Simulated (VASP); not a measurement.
A run of VASP 6.6.1:

The input POSCAR:

```
Al
1.0
    2.8124550000      0.0000000000      0.0000000000
   -1.4062275000      2.4356574770      0.0000000000
    0.0000000000      0.0000000000      4.8668500000
Al
2
Direct
    0.6666666667      0.3333333333      0.7500000000
    0.3333333333      0.6666666667      0.2500000000
```

File INCAR.step1:

```
SYSTEM = Al
PREC = Accurate
ENCUT = 550
ISMEAR = -1
SIGMA = 0.05
LREAL = .False.
LASPH = .True.
NELM = 120
NBANDS = 10
GGA = PE
ALGO = Normal
EDIFF = 1E-5
LWAVE = .True.
LCHARG = .False.
GGA_COMPAT = .False.
```

Contents of INCAR.step2:

```
SYSTEM = Al
PREC = Accurate
ENCUT = 550
EDIFF = 1E-6
ISMEAR = -1
SIGMA = 0.05
LREAL = .False.
LASPH = .True.
NELM = 120
ALGO = Normal
ISIF = 2
LWAVE = .False.
LCHARG = .False.
METAGGA = R2SCAN
LMIXTAU = .True.
NBANDS = 10
ISTART = 1
GGA_COMPAT = .False.
```

KPOINTS

```
Automatic mesh
0
Gamma
  7 7 4
  0 0 0
```

Potentials or basis: VASP PAW PBE potentials, release 64 (Al).

Command:

```bash
$ cat potpaw_PBE.64/Al/POTCAR > POTCAR
$ cp INCAR.step1 INCAR
$ mpirun -np 1 vasp_std > vasp.out
$ cp INCAR.step2 INCAR
$ mpirun -np 1 vasp_std > vasp.out
```

Hardware: 1 thread of Intel(R) Xeon(R) Platinum 8488C (Sapphire Rapids), on a shared host.

Question: How long does it take, and how much memory?

Answer: It took 16 s on 1 thread of Intel(R) Xeon(R) Platinum 8488C (Sapphire Rapids), on a shared host, peak memory 0.16 GiB. Counts: k points 24.
